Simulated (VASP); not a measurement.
Input of a VASP 6.6.1 run:

File INCAR:

```
SYSTEM = Mg2ZnTe3
  ALGO = Normal
  EDIFF = 1E-7
  ENCUT = 520
  GGA = PE
  ISIF = 2
  ISMEAR = -1
  LASPH = .TRUE.
  LCHARG = .FALSE.
  LREAL = .FALSE.
  LWAVE = .FALSE.
  NBANDS = 26
  NELM = 80
  PREC = Accurate
  SIGMA = 0.02
```

KPOINTS

```
k-points
0
G
  8 8 8
  0 0 0
```

The input POSCAR:

```
Mg2ZnTe3
1.0
   -2.0781486333      2.0781486333      8.8435333939
    2.0781486333     -2.0781486333      8.8435333939
    2.0781486333      2.0781486333     -8.8435333939
Mg Te Zn
2 3 1
Direct
    0.8338929322      0.8338929322      0.0000000000
    0.1661070678      0.1661070678      0.0000000000
    0.6637362831      0.6637362831      0.0000000000
    0.0000000000      0.0000000000      0.0000000000
    0.3362637169      0.3362637169      0.0000000000
    0.5000000000      0.5000000000      0.0000000000
```

Potentials or basis: VASP PAW PBE potentials, release 64 (Mg, Te, Zn).

Run with:

```sh
$ cat potpaw_PBE.64/Mg/POTCAR potpaw_PBE.64/Te/POTCAR potpaw_PBE.64/Zn/POTCAR > POTCAR
$ mpirun -np 1 vasp_std > vasp.out
```

Question: What does it give for the band gap on the k mesh?

Answer: Zero (bands 17 and 18 overlap by 0.41 eV).

Question: Estimate the largest force.

Answer: 0.053 eV/Å.

Forces in eV/Å, atoms in the order of the input:
```
Mg   0.000  0.000 -0.026
Mg   0.000  0.000  0.026
Te   0.000  0.000  0.053
Te   0.000  0.000  0.000
Te   0.000  0.000 -0.053
Zn   0.000  0.000  0.000
```

Caveat: semilocal functionals underestimate gaps, so a narrow gap can read as zero; spin-orbit coupling is left out, which moves the levels of the heavy elements.
